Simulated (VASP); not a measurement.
# K in VASP: a series of runs, part 2 of 2

VASP 6.6.1. The steps go on from the part before.

## (3) Single point, LDA (volume scaled by 1.06)

INCAR

```
PREC     = Accurate       # precision mode
ENCUT    = 520            # plane-wave cutoff, eV
EDIFF    = 1E-6           # SCF threshold, eV
ISMEAR   = -1             # smearing method
SIGMA    = 0.05           # smearing width, eV
LREAL    = False          # projectors in reciprocal space
LASPH    = True           # aspherical terms in the spheres
NELM     = 60             # most SCF steps
ALGO     = Normal         # electronic algorithm
ISIF     = 2              # what is computed and relaxed
LWAVE    = False          # write WAVECAR
LCHARG   = False          # write CHGCAR
GGA      = CA             # functional
NBANDS   = 10             # bands
```

KPOINTS

```
regular mesh
0
Gamma
  7 7 7
```

POSCAR

```
K
1.0
   -2.7504652529      2.7504652529      2.7504652529
    2.7504652529     -2.7504652529      2.7504652529
    2.7504652529      2.7504652529     -2.7504652529
K
1
Direct
    0.0000000000      0.0000000000      0.0000000000
```

Potentials or basis: VASP PAW LDA potentials, release 64 (K_sv).

Run with:

```bash
> cat potpaw_LDA.64/K_sv/POTCAR > POTCAR
> mpirun -np 1 vasp_std > vasp.out
```

OUTCAR:

```text
PREC = Accurate
   ENCUT = 520
   EDIFF = 1E-6
   ISMEAR = -1
   LREAL = False
   LASPH = True
   NELM = 60
   ISIF = 2
   GGA = CA

 ion  position               nearest neighbor table
   1  0.000  0.000  0.000-

  LATTYP: Found a body centered cubic cell.
 ALAT       =     5.5009305058

  Lattice vectors:

 A1 = (  -2.7504652529,   2.7504652529,   2.7504652529)
 A2 = (   2.7504652529,  -2.7504652529,   2.7504652529)
 A3 = (   2.7504652529,   2.7504652529,  -2.7504652529)

Analysis of symmetry for initial positions (statically):
=====================================================================
 Subroutine PRICEL returns:
 Original cell was already a primitive cell.

 Routine SETGRP: Setting up the symmetry group for a
 body centered cubic supercell.

 Subroutine GETGRP returns: Found 48 space group operations
 (whereof 48 operations were pure point group operations)
 out of a pool of 48 trial point group operations.

The static configuration has the point symmetry O_h .

Analysis of symmetry for dynamics (positions and initial velocities):
=====================================================================
 Subroutine PRICEL returns:
 Original cell was already a primitive cell.

 Routine SETGRP: Setting up the symmetry group for a
 body centered cubic supercell.

 Subroutine GETGRP returns: Found 48 space group operations
 (whereof 48 operations were pure point group operations)
 out of a pool of 48 trial point group operations.

The dynamic configuration has the point symmetry O_h .

 Subroutine INISYM returns: Found 48 space group operations
 (whereof 48 operations are pure point group operations),
 and found     1 'primitive' translations

----------------------------------------------------------------------------------------

                                     Primitive cell

  volume of cell :      83.2297

  direct lattice vectors                    reciprocal lattice vectors
    -2.750465253  2.750465253  2.750465253     0.000000000  0.181787426  0.181787426
     2.750465253 -2.750465253  2.750465253     0.181787426  0.000000000  0.181787426
     2.750465253  2.750465253 -2.750465253     0.181787426  0.181787426  0.000000000

  length of vectors
     4.763945562  4.763945562  4.763945562     0.257086244  0.257086244  0.257086244

  position of ions in fractional coordinates (direct lattice)
     0.000000000  0.000000000  0.000000000

  ion indices of the primitive-cell ions
   primitive index   ion index
                 1           1

----------------------------------------------------------------------------------------

 KPOINTS: regular mesh

Automatic generation of k-mesh.
 Grid dimensions read from file:
 generate k-points for:    7    7    7

 Generating k-lattice:

  Cartesian coordinates                     Fractional coordinates (reciprocal lattice)
     0.000000000  0.025969632  0.025969632     0.142857143  0.000000000  0.000000000
     0.025969632  0.000000000  0.025969632     0.000000000  0.142857143  0.000000000
     0.025969632  0.025969632  0.000000000     0.000000000  0.000000000  0.142857143

  Length of vectors
     0.036726606  0.036726606  0.036726606

  Shift w.r.t. Gamma in fractional coordinates (k-lattice)
     0.000000000  0.000000000  0.000000000

 Subroutine IBZKPT returns following result:
 ===========================================

 Found     20 irreducible k-points:

 Following reciprocal coordinates:
            Coordinates               Weight
  0.000000  0.000000  0.000000      1.000000
  0.142857  0.000000  0.000000     12.000000
  0.285714  0.000000  0.000000     12.000000
  0.428571  0.000000  0.000000     12.000000
  0.142857  0.142857  0.000000     24.000000
  0.285714  0.142857 -0.000000     48.000000
[... 12 lines left out ...]
 -0.428571 -0.428571  0.285714      8.000000
 -0.428571  0.428571  0.428571      6.000000
   k-points           NKPTS =     20   k-points in BZ     NKDIM =     20   number of bands    NBANDS=     10
   number of dos      NEDOS =    301   number of ions     NIONS =      1
   total plane-waves  NPLWV =  46656
   dimension x,y,z NGX =    36 NGY =   36 NGZ =   36
   dimension x,y,z NGXF=    72 NGYF=   72 NGZF=   72
   ions per type =               1
   NGX,Y,Z   is equivalent  to a cutoff of  12.56, 12.56, 12.56 a.u.
   NGXF,Y,Z  is equivalent  to a cutoff of  25.13, 25.13, 25.13 a.u.
 SYSTEM =  unknown system
   PREC   = accura    normal or accurate (medium, high low for compatibility)
   ISTART =      0    job   : 0-new  1-cont  2-samecut
   ICHARG =      2    charge: 1-file 2-atom 10-const
   ISPIN  =      1    spin polarized calculation?
   LNONCOLLINEAR =      F non collinear calculations
   LSORBIT =      F    spin-orbit coupling
   LASPH  =      T    aspherical Exc in radial PAW
   ENCUT  =  520.0 eV  38.22 Ry    6.18 a.u.   8.86  8.86  8.86*2*pi/ulx,y,z
   NELM   =     60;   NELMIN=  2; NELMDL= -5     # of ELM steps
   EDIFF  = 0.1E-05   stopping-criterion for ELM
   LREAL  =      F    real-space projection
[... 7 lines left out ...]
   TEBEG  =    0.0;   TEEND  =   0.0 temperature during run
   PSTRESS=    0.0 pullay stress
   NELECT =       9.0000    total number of electrons
   NUPDOWN=      -1.0000    fix difference up-down
   EMIN   =  10.00;   EMAX   =-10.00  energy-range for DOS
   EFERMI =   0.00;   METHOD = LEGACY
   ISMEAR =    -1;   SIGMA  =   0.05  broadening in eV -4-tet -1-fermi 0-gaus
   EFERMI_NEDOS =   21; number of points for ismear=-14 and -15
   IALGO  =     38    algorithm
   IMIX   =      4    mixing-type and parameters
     AMIX     =   0.40;   BMIX     =  1.00
     AMIX_MAG =   1.60;   BMIX_MAG =  1.00
  volume/ion in A,a.u.               =      83.23       561.66
  Fermi-wavevector in a.u.,A,eV,Ry     =   0.779943  1.473878  8.276574  0.608311
  Thomas-Fermi vector in A             =   1.883152
   LORBIT       =      0    0 simple, 1 ext, 2 COOP (PROOUT), +10 PAW based schemes
   GGA     = CA    functional components
   LHFCALC =     F    Hartree Fock is set to
   AEXX    =    0.0000 exact exchange contribution
   IVDW    =     0    specifies the selected vdW correction
   LEPSILON=     F    determine dielectric tensor
   LRPA    =     F    only Hartree local field effects (RPA)
 non-spin polarized calculation
  energy-cutoff  :      520.00
  volume of cell :       83.23
 maximum number of plane-waves:      2262
   NGX = 17   NGY = 17   NGZ = 17

 number of electron       9.0000001 magnetization

 Free energy of the ion-electron system (eV)
  ---------------------------------------------------
  ext. energy  EPLUGINS =         0.00000000
  ---------------------------------------------------
  free energy    TOTEN  =        -1.11742294 eV

  energy without entropy =       -1.11005989  energy(sigma->0) =       -1.11374142

 E-fermi :  -0.5517     XC(G=0):  -5.5610

 val. band max:       -0.6145676530   @ k =  -0.2857   0.4286   0.1429
 cond. band min:      -0.4277647419   @ k =  -0.4286   0.4286   0.1429
 fundamental gap:      0.1868029110
 Fermi energy:        -0.5516606972

 k-point     1 :       0.0000    0.0000    0.0000
  band No.  band energies     occupation
      1     -32.4598      2.00000
      2     -16.1459      2.00000
      3     -16.1459      2.00000
      4     -16.1459      2.00000
      5      -2.5407      2.00000
      6       3.4853      0.00000
      7       3.4853      0.00000
      8       3.4853      0.00000
      9       4.3425      0.00000
     10       4.3425      0.00000

 k-point     2 :       0.1429    0.0000    0.0000
  band No.  band energies     occupation
      1     -32.4594      2.00000
      2     -16.1544      2.00000
      3     -16.1488      2.00000
      4     -16.1458      2.00000
      5      -2.3110      2.00000
      6       3.0874      0.00000
      7       3.2292      0.00000
      8       3.6562      0.00000
      9       4.1207      0.00000
     10       4.3026      0.00000
[... 222 lines left out ...]
 k-point    20 :      -0.4286    0.4286    0.4286
  band No.  band energies     occupation
      1     -32.4557      2.00000
      2     -16.1785      2.00000
      3     -16.1772      2.00000
      4     -16.1772      2.00000
      5       0.8315      0.00000
      6       1.2755      0.00000
      7       2.5868      0.00000
      8       2.5975      0.00000
      9       2.5975      0.00000
     10       4.5939      0.00000

------------------------ aborting loop because EDIFF is reached ----------------------------------------

  FORCE on cell =-STRESS in cart. coord.  units (eV):
  Direction    XX          YY          ZZ          XY          YZ          ZX
  --------------------------------------------------------------------------------------
  -------------------------------------------------------------------------------------
  Total       -0.3760215     -0.3760215     -0.3760215      0.0000000      0.0000000     -0.0000000
  in kB       -7.2384363     -7.2384363     -7.2384363      0.0000000      0.0000000     -0.0000000
  external PRESSURE =      -7.2384363 kB  Pullay stress =       0.0000000 kB

 VOLUME and BASIS-vectors are now :
 -----------------------------------------------------------------------------
  energy-cutoff  :      520.00
  volume of cell :       83.23
      direct lattice vectors                 reciprocal lattice vectors
    -2.750465253  2.750465253  2.750465253     0.000000000  0.181787426  0.181787426
     2.750465253 -2.750465253  2.750465253     0.181787426  0.000000000  0.181787426
     2.750465253  2.750465253 -2.750465253     0.181787426  0.181787426  0.000000000

 POSITION                                       TOTAL-FORCE (eV/Angst)
 -----------------------------------------------------------------------------------
      0.00000      0.00000      0.00000         0.000000      0.000000      0.000000
 -----------------------------------------------------------------------------------
    total drift:                               -0.000000     -0.000000     -0.000000

  FREE ENERGIE OF THE ION-ELECTRON SYSTEM (eV)
  ---------------------------------------------------
  free  energy   TOTEN  =        -1.1174229408 eV

  energy  without entropy=       -1.1100598918  energy(sigma->0) =       -1.11374142
```

Wall time 18 s (1 thread of AMD EPYC 7R43 (Zen 3), shared host); peak memory 0.13 GiB.

What came out:

| Property | Result |
| --- | --- |
| Free energy | -1.1174 eV |
| Pressure | -0.7 GPa |

Caveat: the cell differs from its parent crystal (volume scaled by 1.06).

## (4) Single point, PBE

This run uses another cell than the first one, of 76.95 Å³/atom, 0.942 times its volume.

INCAR

```
ALGO = Fast
EDIFF = 1E-7
ENCUT = 520
GGA = PE
ISIF = 2
ISMEAR = -1
LASPH = T
LCHARG = F
LREAL = F
LWAVE = F
NBANDS = 10
NELM = 60
PREC = Accurate
SIGMA = 0.05
```

KPOINTS

```
k-points
0
Gamma
  7 7 7
```

POSCAR

```
K
1.0
   -2.6975585167      2.6975585167      2.6436073464
    2.6975585167     -2.6975585167      2.6436073464
    2.6975585167      2.6975585167     -2.6436073464
K
1
Direct
    0.0000000000      0.0000000000      0.0000000000
```

Potentials or basis: VASP PAW PBE potentials, release 64 (K_sv).

Run with:

```bash
> cat potpaw_PBE.64/K_sv/POTCAR > POTCAR
> mpirun -np 1 vasp_std > vasp.out
```

OUTCAR:

```text
EDIFF = 1E-7
   ENCUT = 520
   GGA = PE
   ISIF = 2
   ISMEAR = -1
   LASPH = T
   LREAL = F
   NELM = 60
   PREC = Accurate

 ion  position               nearest neighbor table
   1  0.000  0.000  0.000-

  LATTYP: Found a body centered tetragonal cell.
 ALAT       =     5.3951170334
 C/A-ratio  =     0.9800000000

  Lattice vectors:

 A1 = (  -2.6975585167,   2.6975585167,   2.6436073464)
 A2 = (   2.6975585167,  -2.6975585167,   2.6436073464)
 A3 = (   2.6975585167,   2.6975585167,  -2.6436073464)
[... 490 lines left out ...]
     10       5.6862      0.00000

 [... further k-points ...]

------------------------ aborting loop because EDIFF is reached ----------------------------------------

  FORCE on cell =-STRESS in cart. coord.  units (eV):
  Direction    XX          YY          ZZ          XY          YZ          ZX
  --------------------------------------------------------------------------------------
  -------------------------------------------------------------------------------------
  Total       -0.0694883     -0.0694883     -0.0785395      0.0000000      0.0000000      0.0000000
  in kB       -1.4468498     -1.4468498     -1.6353105      0.0000000      0.0000000      0.0000000
  external PRESSURE =      -1.5096701 kB  Pullay stress =       0.0000000 kB

 VOLUME and BASIS-vectors are now :
 -----------------------------------------------------------------------------
  energy-cutoff  :      520.00
  volume of cell :       76.95
      direct lattice vectors                 reciprocal lattice vectors
    -2.697558517  2.697558517  2.643607346     0.000000000  0.185352791  0.189135501
     2.697558517 -2.697558517  2.643607346     0.185352791  0.000000000  0.189135501
     2.697558517  2.697558517 -2.643607346     0.185352791  0.185352791  0.000000000

 POSITION                                       TOTAL-FORCE (eV/Angst)
 -----------------------------------------------------------------------------------
      0.00000      0.00000      0.00000        -0.000000      0.000000      0.000000
 -----------------------------------------------------------------------------------
    total drift:                               -0.000000      0.000000      0.000000

  FREE ENERGIE OF THE ION-ELECTRON SYSTEM (eV)
  ---------------------------------------------------
  free  energy   TOTEN  =        -1.0509176996 eV

  energy  without entropy=       -1.0438363475  energy(sigma->0) =       -1.04737702
```

OSZICAR:

```text
N       E                     dE             d eps       ncg     rms          rms(c)
DAV:   1     0.487584414754E+02    0.48758E+02   -0.35133E+03   800   0.676E+02
DAV:   2     0.582007159755E+00   -0.48176E+02   -0.47484E+02   858   0.194E+02
DAV:   3    -0.995916256883E+00   -0.15779E+01   -0.15704E+01  1230   0.288E+01
DAV:   4    -0.104946722638E+01   -0.53551E-01   -0.53404E-01  1120   0.425E+00
DAV:   5    -0.105003655611E+01   -0.56933E-03   -0.56929E-03  1186   0.394E-01    0.186E+00
RMM:   6    -0.105034306845E+01   -0.30651E-03   -0.95309E-04   938   0.211E-01    0.115E+00
RMM:   7    -0.105080877516E+01   -0.46571E-03   -0.23596E-03  1053   0.340E-01    0.530E-02
RMM:   8    -0.105089698252E+01   -0.88207E-04   -0.28860E-04  1272   0.149E-01    0.166E-02
RMM:   9    -0.105091536186E+01   -0.18379E-04   -0.64901E-05  1314   0.547E-02    0.893E-03
RMM:  10    -0.105091648500E+01   -0.11231E-05   -0.20925E-05  1345   0.268E-02    0.525E-03
RMM:  11    -0.105091709498E+01   -0.60999E-06   -0.56647E-06  1428   0.123E-02    0.740E-03
RMM:  12    -0.105091738350E+01   -0.28852E-06   -0.15762E-06  1324   0.672E-03    0.610E-03
RMM:  13    -0.105091761155E+01   -0.22804E-06   -0.50454E-07  1204   0.465E-03    0.309E-03
RMM:  14    -0.105091769961E+01   -0.88067E-07   -0.28842E-07  1084   0.284E-03
   1 F= -.10509177E+01 E0= -.10473770E+01  d E =-.708135E-02
```

stdout:

```text
POSCAR found type information on POSCAR K
 POSCAR found :  1 types and       1 ions
 scaLAPACK will be used
 LDA part: xc-table for (Slater+PW92), standard interpolation
 POSCAR, INCAR and KPOINTS ok, starting setup
 FFT: planning ... GRIDC
 FFT: planning ... GRID_SOFT
 FFT: planning ... GRID
 WAVECAR not read
 entering main loop
WARNING in EDDRMM: call to ZHEGV failed, returncode =   6  3      5
```

Run time: 15 s. Hardware: 1 thread of Intel Xeon 6975P-C (Granite Rapids), shared host; peak memory 0.2 GiB.

What came out:

- Free energy: -1.0509 eV
- Pressure: -0.2 GPa

## (5) Single point, PBEsol

This run uses another cell than the first one, of 21.64 Å³/atom, 0.265 times its volume.

INCAR

```
SYSTEM = K
  ALGO = Normal
  EDIFF = 1E-6
  ENCUT = 520
  GGA = PS
  ISIF = 2
  ISMEAR = -1
  LASPH = .True.
  LCHARG = .True.
  LELF = .True.
  LREAL = .False.
  LVHAR = .True.
  LWAVE = .False.
  NBANDS = 10
  NELM = 100
  PREC = Accurate
  SIGMA = 0.05
```

KPOINTS

```
k-points
0
Gamma
  7 7 7
  0 0 0
```

POSCAR

```
K
1.0
   -1.7555224429      1.7555224429      1.7555224429
    1.7555224429     -1.7555224429      1.7555224429
    1.7555224429      1.7555224429     -1.7555224429
K
1
Direct
    0.0000000000      0.0000000000      0.0000000000
```

Run with:

```bash
> cat potpaw_PBE.64/K_sv/POTCAR > POTCAR
> mpirun -np 1 vasp_std > vasp.out
```

Wall time 2.4 s (1 thread of Intel Xeon 6975P-C (Granite Rapids), shared host); peak memory 0.13 GiB.

Results (log left out):

- Free energy: 1.0031 eV
- Pressure: 30.2 GPa

Levels at points of the mesh, in eV from the Fermi level:
| k point | band 1 | band 2 | band 3 | band 4 | band 5 | band 6 | band 7 | band 8 | band 9 | band 10 |
| --- | --- | --- | --- | --- | --- | --- | --- | --- | --- | --- |
| (0.00, 0.00, 0.00) | -32.88 | -15.13 | -15.13 | -15.13 | -3.23 | 4.64 | 4.64 | 4.64 | 7.02 | 7.02 |

Caveat: the k points lie up to 0.36 Å⁻¹ apart; the PAW data sets were made with another functional, which shifts forces and pressure a little.

## (6) Single point, PBEsol

This run uses another cell than the first one, of 26.72 Å³/atom, 0.327 times its volume.

INCAR

```
PREC = Accurate ; ENCUT = 520
EDIFF = 1E-6 ; ISMEAR = -1
SIGMA = 0.05 ; LREAL = False
LASPH = True ; NELM = 80
ALGO = Normal ; ISIF = 2
LWAVE = False ; LCHARG = True
GGA = PS ; LELF = True
LVHAR = True ; NBANDS = 10
```

KPOINTS

```
Automatic mesh
0
Gamma
  7 7 7
```

POSCAR

```
K
1.0
   -1.8834129381      1.8834129381      1.8834129381
    1.8834129381     -1.8834129381      1.8834129381
    1.8834129381      1.8834129381     -1.8834129381
K
1
Direct
    0.0000000000      0.0000000000      0.0000000000
```

Potentials or basis: VASP PAW PBE potentials, release 64 (K_sv).

Run with:

```bash
> cat potpaw_PBE.64/K_sv/POTCAR > POTCAR
> mpirun -np 1 vasp_std > vasp.out
```

It took 2.5 s on 1 thread of Intel Xeon 6975P-C (Granite Rapids), shared host; peak memory 0.13 GiB.

It converged, with:

| Property | Result |
| --- | --- |
| Free energy | 0.2137 eV |
| Pressure | 20.1 GPa |

Levels at points of the mesh, in eV from the Fermi level:
| k point | band 1 | band 2 | band 3 | band 4 | band 5 | band 6 | band 7 | band 8 |
| --- | --- | --- | --- | --- | --- | --- | --- | --- |
| (0.00, 0.00, 0.00) | -32.47 | -15.30 | -15.30 | -15.30 | -3.53 | 4.59 | 4.59 | 4.59 |

Caveat: the PAW data sets were made with another functional, which shifts forces and pressure a little.

## (7) Summary

| level | potentials or basis | cell | gap on the mesh (eV) | pressure (GPa) |
| --- | --- | --- | --- | --- |
| LDA | VASP PAW LDA potentials, release 64 (K_sv) | a = 4.734 Å, angles 109.5°, 1 atom | none | -0.7 |
| LDA | VASP PAW LDA potentials, release 64 (K_sv) | a = 4.764 Å, angles 109.5°, 1 atom | none | -0.7 |
| PBE | VASP PAW PBE potentials, release 64 (K_sv) | a = 4.641 Å, angles 108.9, 108.9, 110.6°, 1 atom | none | -0.2 |
| PBEsol | VASP PAW PBE potentials, release 64 (K_sv) | a = 3.041 Å, angles 109.5°, 1 atom | none | 30.2 |
| PBEsol | VASP PAW PBE potentials, release 64 (K_sv) | a = 3.262 Å, angles 109.5°, 1 atom | none | 20.1 |

Alike in all rows: task single point; no spin polarisation; k mesh 7 × 7 × 7; cutoff (eV) 520; smearing fermi-dirac 0.05 eV.

Caveats: some runs use coarse meshes; the PAW data sets were made with another functional, which shifts forces and pressure a little (some runs).

Total energies depend on the potentials used, so only differences within one code and one set of settings carry meaning.
